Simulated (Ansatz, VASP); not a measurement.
## One calculation of Si3O7, two programs

```
O Si
1.0
     5.02674    0.00000    0.00000
     0.00000    5.02674    0.00000
     0.00000    0.00000   26.06817
O Si
14 6
Cartesian
  3.2976 0.2432 6.9866
  1.7291 4.7835 6.9866
  2.0832 1.2397 9.3459
  2.9435 3.7871 9.3459
  1.2544 2.9632 11.1808
  3.7724 2.0635 11.1808
  4.5724 3.7701 13.0341
  0.4543 1.2567 13.0341
  3.7724 0.4499 14.8873
  1.2544 4.5769 14.8873
  2.0832 1.2737 16.7223
  2.9435 3.7530 16.7223
  1.7291 2.7566 19.0816
  3.2976 2.2701 19.0816
  2.5134 0.0000 8.3937
  2.5134 2.5134 10.2574
  0.0000 2.5134 12.1093
  0.0000 0.0000 13.9589
  2.5134 0.0000 15.8108
  2.5134 2.5134 17.6745
```

Alike in both runs: functional PBE; k mesh 5 × 5 × 1; occupations gaussian, width 0.05 eV; no spin polarisation.

Ansatz relaxed the structure, and its values are those at the end. VASP's run is a single point on that final structure, the one shown.

|  | VASP | Ansatz |
| --- | --- | --- |
| version | VASP 6.6.1 | Ansatz 0.2.0 |
| potentials or method | VASP PAW PBE potentials, release 64 (O, Si), cutoff 520 eV | scalar-relativistic, plane waves, PAW |
| valence electrons in the cell | 108 | 108 |

```tsv
	VASP	Ansatz	Ansatz less VASP
gap on the k mesh at the Fermi level (eV)	2.42	2.45	+0.027
least direct gap on the mesh (eV)	2.42	2.45	+0.027
rms of the force components (eV/Å)	0.058	0.002	-0.0568
```

Ansatz's warnings: xc potential rough in thin density.
